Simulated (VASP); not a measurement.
## C: relaxation of cell and atoms with LDA

The system is C.

```
CELL_PARAMETERS angstrom
0.00000 1.76580 1.76580
1.76580 0.00000 1.76580
1.76580 1.76580 0.00000
ATOMIC_POSITIONS crystal
C 0.00000 0.00000 0.00000
C 0.25000 0.25000 0.25000
```

* Program: VASP 6.6.1
* Task: relaxation of cell and atoms
* Functional: LDA
* Potentials or basis: VASP PAW LDA potentials, release 64 (C)
* Cutoff: 600 eV
* k mesh: 12 × 12 × 12
* Occupations: gaussian, width 0.02 eV
* Spin: no spin polarisation
* Dipole correction: no
* Further INCAR settings: ALGO = Normal; EDIFF = 1e-07; IBRION = 2; EDIFFG = -0.002; NSW = 100; ISIF = 3

```json
{
  "Relaxed volume": "5.52 Å³/atom",
  "Relaxed cell": "a = 2.499 Å, b = 2.499 Å, c = 2.499 Å, α = 60.00°, β = 60.00°, γ = 60.00°",
  "Space group after relaxing (to 0.05 Å)": "Fd-3m (No. 227)",
  "Energy gained by relaxing": "0.0 meV/atom",
  "Ionic steps": "3",
  "Pressure after relaxing": "0.0 GPa",
  "Band gap on the k mesh": "4.19 eV, indirect (least direct gap 5.62 eV)"
}
```

Final structure:
```
C
1.0
     0.00000    1.76692    1.76692
     1.76692    0.00000    1.76692
     1.76692    1.76692    0.00000
C
2
Direct
  0.00000 0.00000 0.00000
  0.25000 0.25000 0.25000
```

Levels at points of the mesh, in eV from the valence-band top:
```
           k point  band 1  band 2  band 3  band 4  band 5  band 6  band 7  band 8
(0.00, 0.00, 0.00)  -21.69    0.00    0.00    0.00    5.62    5.62    5.62   14.20
(0.50, 0.00, 0.00)  -15.69  -13.67   -2.86   -2.86    8.50    8.50    9.40   15.66
(0.50, 0.50, 0.00)  -12.81  -12.81   -6.46   -6.46    4.77    4.77   17.05   17.05
```

It took 29 s on 1 thread of AMD EPYC 7R13, on a shared host, peak memory 0.08 GiB.

A k mesh can miss the band edges. LDA gaps usually lie below the measured ones, often by a third to a half.
